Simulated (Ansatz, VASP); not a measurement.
## LiH: VASP beside Ansatz

```
Li H
1.0
     0.00000    2.03250    2.03250
     2.03250    0.00000    2.03250
     2.03250    2.03250    0.00000
Li H
1 1
Direct
  0.00000 0.00000 0.00000
  0.50000 0.50000 0.50000
```

Alike in both runs: task single point; functional LDA; k mesh 8 × 8 × 8; occupations gaussian, width 0.1 eV; no spin polarisation.

```csv
,VASP,Ansatz
version,VASP 6.6.1,Ansatz 0.2.0
potentials or method,"VASP PAW LDA potentials, release 64 (Li_sv, H), cutoff 750 eV","scalar-relativistic, plane waves, PAW"
valence electrons in the cell,4,4
```

VASP gave:

- gap on the k mesh at the Fermi level (eV): 2.65
- least direct gap on the mesh (eV): 2.65
- pressure (GPa): -4.0

**Question.** What did Ansatz give for the same quantities?

**Answer.** gap on the k mesh at the Fermi level (eV): 2.65; least direct gap on the mesh (eV): 2.65; pressure (GPa): -3.9.

LDA's correlation is that of Perdew and Zunger in VASP and of Perdew and Wang (1992) in Ansatz.
